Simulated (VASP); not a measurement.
# In16O23 (a cell with a defect) in VASP: single point with PBE

Aim: the single point of In16O23 (a cell with a defect) with PBE.

Everything below comes from runs of VASP 6.6.1. Logs are shortened: lines on timing, memory, paths and dates and some standing lists are left out, and cuts for length are marked.

## Step 1: The cell of the first run

The cell holds a defect, 39 atoms: a = 8.102 Å, b = 8.102 Å, c = 8.102 Å, α = 86.97°, β = 86.97°, γ = 86.97°.

## Step 2: Single point, PBE (atoms taken out, then relaxed in part)

Input file INCAR:

```
ALGO = Normal
EDIFF = 1E-7
ENCUT = 520
GGA = PE
ISIF = 2
ISMEAR = 0
LASPH = True
LCHARG = False
LREAL = Auto
LWAVE = False
NBANDS = 198
NELM = 60
PREC = Accurate
SIGMA = 0.01
```

Input file KPOINTS:

```
Automatic mesh
0
Gamma
  2 2 2
  0.5 0.5 0.5
```

Input file POSCAR:

```
In16O23
1.0
   -5.5752353406     -3.2188636247      4.9190313798
    5.5752353406     -3.2188636247      4.9190313798
    0.0000000000      6.4377272494      4.9190313798
In O
16 23
Direct
    0.6414398965      0.6438713123      0.6431925880
    0.1415117669      0.1428467833      0.6442707668
    0.1450748707      0.6425286100      0.1442492680
    0.6455485095      0.1378909098      0.1298307418
    0.8557507320      0.8574713900      0.8549251293
    0.3557292332      0.3571532167      0.8584882331
    0.3568074120      0.8561286877      0.3585601035
    0.8701692582      0.3621090902      0.3544514905
    0.3729633582      0.3505087301      0.3645273716
    0.8569400833      0.8572367582      0.3575728639
    0.8552043566      0.3572851980      0.8559250253
    0.3562642994      0.8575625081      0.8577645559
    0.1440749747      0.1427148020      0.1447956434
    0.6424271361      0.6427632418      0.1430599167
    0.6354726284      0.1494912699      0.6270366418
    0.1422354441      0.6424374919      0.6437357006
    0.1002250651      0.7488703359      0.3986709345
    0.0989252623      0.2500000000      0.9010747377
    0.6013290655      0.7511296641      0.8997749349
    0.2480391485      0.3975504711      0.6040728464
    0.7467253479      0.8994374112      0.5996862655
    0.7474248822      0.3940147875      0.1082504628
    0.2498097925      0.8980741705      0.1032934133
    0.4003137345      0.6005625888      0.2532746521
    0.8917495372      0.1059852125      0.2525751178
    0.8967065867      0.6019258295      0.7501902075
    0.3959271536      0.1024495289      0.7519608515
    0.3970959712      0.7500000000      0.6029040288
    0.8962752381      0.2519948015      0.5977806840
    0.8977781942      0.7500000000      0.1022218058
    0.4022193160      0.2480051985      0.1037247619
    0.6008179731      0.3999830745      0.7511799443
    0.1004459142      0.8979663953      0.7498921832
    0.1108608297      0.3971381593      0.2508387058
    0.6018864732      0.9018338911      0.2519750113
    0.7480249887      0.5981661089      0.3981135268
    0.2488200557      0.1000169255      0.3991820269
    0.2501078168      0.6020336047      0.8995540858
    0.7491612942      0.1028618407      0.8891391703
```

Potentials or basis: VASP PAW PBE potentials, release 64 (In_d, O).

Run with:

```sh
$ cat potpaw_PBE.64/In_d/POTCAR potpaw_PBE.64/O/POTCAR > POTCAR
$ mpirun -np 1 vasp_std > vasp.out
```

OUTCAR:

```text
EDIFF = 1E-7
   ENCUT = 520
   GGA = PE
   ISIF = 2
   ISMEAR = 0
   LASPH = True
   LREAL = Auto
   NELM = 60
   PREC = Accurate

 ion  position               nearest neighbor table
   1  0.641  0.644  0.643-  28 2.15  32 2.15  36 2.17  21 2.28  26 2.29  19 2.30   5 3.15  12 3.29
                            11 3.29  10 3.30   7 3.65   6 3.68   8 3.71  15 4.02
   2  0.142  0.143  0.644-  33 2.15  37 2.16  29 2.17  20 2.28  27 2.28  18 2.30   6 3.16  11 3.29
                            12 3.29   9 3.31   8 3.63   5 3.65   7 3.68  15 4.00
   3  0.145  0.643  0.144-  38 2.15  34 2.15  30 2.18  17 2.28  23 2.28  24 2.29   7 3.15  12 3.29
                            10 3.31   9 3.41   8 3.57   6 3.65   5 3.71
   4  0.646  0.138  0.130-  39 2.11  31 2.14  35 2.14  22 2.27  25 2.27  11 3.24   9 3.31   8 3.31
                            10 3.31   5 3.57   6 3.63   7 3.71  14 4.01
   5  0.856  0.857  0.855-  33 2.15  39 2.15  30 2.18  19 2.28  26 2.28  21 2.29   1 3.15  16 3.29
                            14 3.31  15 3.41   4 3.57   2 3.65   3 3.71
   6  0.356  0.357  0.858-  38 2.15  32 2.16  31 2.17  27 2.28  20 2.28  18 2.30   2 3.16  13 3.29
                            16 3.29  15 3.31   4 3.63   3 3.65   1 3.68   9 4.00
   7  0.357  0.856  0.359-  28 2.15  37 2.15  35 2.17  24 2.28  23 2.29  17 2.30   3 3.15  16 3.29
                            13 3.29  14 3.30   1 3.65   2 3.68   4 3.71   9 4.02
   8  0.870  0.362  0.354-  34 2.11  29 2.14  36 2.14  25 2.27  22 2.27  13 3.24  15 3.31   4 3.31
                            14 3.31   3 3.57   2 3.63   1 3.71  10 4.01
   9  0.373  0.351  0.365-  20 2.18  24 2.19  31 2.31  37 2.31  34 2.36  13 3.23   4 3.31   2 3.31
[... 36 lines left out ...]
  38  0.250  0.602  0.900-   3 2.15   6 2.15  12 2.29  16 2.29
  39  0.749  0.103  0.889-   4 2.11   5 2.15  11 2.27  15 2.36

  LATTYP: Found a trigonal (rhomboedric) cell.
 ALAT       =     8.1019258114
 COS(alpha) =     0.0529347963

  Lattice vectors:

 A1 = (  -5.5752353406,  -3.2188636247,   4.9190313798)
 A2 = (   5.5752353406,  -3.2188636247,   4.9190313798)
 A3 = (   0.0000000000,   6.4377272494,   4.9190313798)

Analysis of symmetry for initial positions (statically):
=====================================================================
 Subroutine PRICEL returns:
 Original cell was already a primitive cell.

 Routine SETGRP: Setting up the symmetry group for a
 trigonal (rhombohedral) supercell.

 Subroutine GETGRP returns: Found  2 space group operations
 (whereof  1 operations were pure point group operations)
 out of a pool of 12 trial point group operations.

The static configuration has the point symmetry C_1 .
 The point group associated with its full space group is C_2 .

Analysis of symmetry for dynamics (positions and initial velocities):
=====================================================================
[... 175 lines left out ...]
   NUPDOWN=      -1.0000    fix difference up-down
   EMIN   =  10.00;   EMAX   =-10.00  energy-range for DOS
   EFERMI =   0.00;   METHOD = LEGACY
   ISMEAR =     0;   SIGMA  =   0.01  broadening in eV -4-tet -1-fermi 0-gaus
   EFERMI_NEDOS =   21; number of points for ismear=-14 and -15
   IALGO  =     38    algorithm
   IMIX   =      4    mixing-type and parameters
     AMIX     =   0.40;   BMIX     =  1.00
     AMIX_MAG =   1.60;   BMIX_MAG =  1.00
  volume/ion in A,a.u.               =      13.58        91.65
  Fermi-wavevector in a.u.,A,eV,Ry     =   1.420478  2.684315 27.453279  2.017759
  Thomas-Fermi vector in A             =   2.541389
   LORBIT       =      0    0 simple, 1 ext, 2 COOP (PROOUT), +10 PAW based schemes
   GGA     = PE    functional components
   LHFCALC =     F    Hartree Fock is set to
   AEXX    =    0.0000 exact exchange contribution
   IVDW    =     0    specifies the selected vdW correction
   LEPSILON=     F    determine dielectric tensor
   LRPA    =     F    only Hartree local field effects (RPA)
 non-spin polarized calculation
 Gauss-broadening in eV      SIGMA  =   0.01
  energy-cutoff  :      520.00
  volume of cell :      529.66
 maximum number of plane-waves:     14286
   NGX = 31   NGY = 31   NGZ = 31

 number of electron     345.9999959 magnetization

 Free energy of the ion-electron system (eV)
  ---------------------------------------------------
  ext. energy  EPLUGINS =         0.00000000
  ---------------------------------------------------
  free energy    TOTEN  =      -213.44735703 eV

  energy without entropy =     -213.44735703  energy(sigma->0) =     -213.44735703

 E-fermi :   6.4763     XC(G=0): -10.9110

 val. band max:        6.3657573933   @ k =  -0.2500   0.2500   0.2500
 cond. band min:       7.7392354554   @ k =   0.2500  -0.2500   0.2500
 fundamental gap:      1.3734780621
 Fermi energy:         6.4763168195

 k-point     1 :       0.2500    0.2500    0.2500
  band No.  band energies     occupation
      1     -12.1867      2.00000
      2     -11.9407      2.00000
      3     -11.9326      2.00000
      4     -11.9036      2.00000
      5     -11.7583      2.00000
      6     -11.7278      2.00000
[... 553 lines left out ...]
    184      10.7005      0.00000
    185      10.7435      0.00000
 [bands above 185 left out]

------------------------ aborting loop because EDIFF is reached ----------------------------------------

  FORCE on cell =-STRESS in cart. coord.  units (eV):
  Direction    XX          YY          ZZ          XY          YZ          ZX
  --------------------------------------------------------------------------------------
  -------------------------------------------------------------------------------------
  Total        0.2808622      2.6279533      0.6822462      2.0326405     -0.7735925      1.3399017
  in kB        0.8495859      7.9493496      2.0637406      6.1485758     -2.3400559      4.0530960
  external PRESSURE =       3.6208920 kB  Pullay stress =       0.0000000 kB

 VOLUME and BASIS-vectors are now :
 -----------------------------------------------------------------------------
  energy-cutoff  :      520.00
  volume of cell :      529.66
      direct lattice vectors                 reciprocal lattice vectors
    -5.575235341 -3.218863625  4.919031380    -0.089682313 -0.051778107  0.067764018
     5.575235341 -3.218863625  4.919031380     0.089682313 -0.051778107  0.067764018
     0.000000000  6.437727249  4.919031380     0.000000000  0.103556215  0.067764018

 POSITION                                       TOTAL-FORCE (eV/Angst)
 -----------------------------------------------------------------------------------
      0.01356      0.00346      9.48637         0.011888     -0.002062      0.002969
      0.00744      3.23233      4.56796         0.007639      0.009397      0.006125
      2.77342     -1.60655      4.58381        -0.012791      0.008842      0.001510
     -2.83031     -1.68597      4.49240         0.014529      0.008666      0.017671
      0.00959     -0.01085     12.63280         0.014053     -0.006656     -0.001510
      0.00794      3.23204      7.72962         0.004318      0.011314     -0.006125
[... 31 lines left out ...]
      1.96207      3.04816      8.61665         0.006654     -0.012544     -0.000877
     -3.60327      2.98149      8.56483         0.002148     -0.026340     -0.006993
 -----------------------------------------------------------------------------------
    total drift:                                0.037383      0.064738      0.000007

  FREE ENERGIE OF THE ION-ELECTRON SYSTEM (eV)
  ---------------------------------------------------
  free  energy   TOTEN  =      -213.4473570346 eV

  energy  without entropy=     -213.4473570346  energy(sigma->0) =     -213.44735703
```

stdout:

```text
POSCAR found type information on POSCAR InO
 POSCAR found :  2 types and      39 ions
 scaLAPACK will be used
 LDA part: xc-table for (Slater+PW92), standard interpolation
 POSCAR, INCAR and KPOINTS ok, starting setup
 FFT: planning ... GRIDC
 FFT: planning ... GRID_SOFT
 FFT: planning ... GRID
 WAVECAR not read
 entering main loop
```

Wall time 15 min (1 thread of Oxide Virtual Turin-like, shared host); peak memory 0.56 GiB.

Results:

```yaml
Free_energy: -213.4474 eV
Pressure: 0.4 GPa
Largest_force: 0.031 eV/Å
Band_gap_on_the_k_mesh: 1.37 eV
```

Forces on the atoms (eV/Å):
```
In   0.012 -0.002  0.003
In   0.008  0.009  0.006
In  -0.013  0.009  0.002
In   0.015  0.009  0.018
In   0.014 -0.007 -0.002
In   0.004  0.011 -0.006
In  -0.008  0.009 -0.003
In   0.000  0.017 -0.018
In  -0.026 -0.014  0.011
In  -0.001  0.003 -0.002
In   0.008  0.000 -0.012
In   0.011  0.004 -0.007
In  -0.004  0.007  0.012
In   0.003  0.000  0.002
In   0.001 -0.029 -0.011
In  -0.002  0.011  0.007
O   -0.003 -0.011  0.000
O   -0.004 -0.007  0.000
O   -0.008 -0.008  0.000
O   -0.004  0.008 -0.003
O   -0.003  0.007  0.006
O   -0.010  0.004  0.000
O   -0.006  0.007 -0.003
O    0.008  0.001 -0.006
O    0.009 -0.006  0.000
O    0.009 -0.001  0.003
O    0.009  0.000  0.003
O    0.007  0.012  0.000
O    0.005  0.009 -0.002
O    0.002  0.004  0.000
O    0.006  0.009  0.002
O   -0.010  0.000  0.003
O   -0.014 -0.001  0.001
O   -0.024 -0.011  0.007
O   -0.012  0.004 -0.001
O    0.009 -0.009  0.001
O    0.005 -0.009 -0.003
O    0.007 -0.013 -0.001
O    0.002 -0.026 -0.007
```

Stress tensor (GPa, compression positive):
```
 0.08  0.61  0.41
 0.61  0.79 -0.23
 0.41 -0.23  0.21
```

Levels at points of the mesh, in eV from the valence-band top:
```tsv
k point	band 170	band 171	band 172	band 173	band 174	band 175	band 176	band 177
(0.25, 0.25, 0.25)	-1.53	-1.48	-1.47	-0.09	1.42	2.34	2.58	3.30
```

Caveat: the cell differs from its parent crystal (atoms taken out, then relaxed in part); spin-orbit coupling is left out, which moves the levels of the heavy elements.
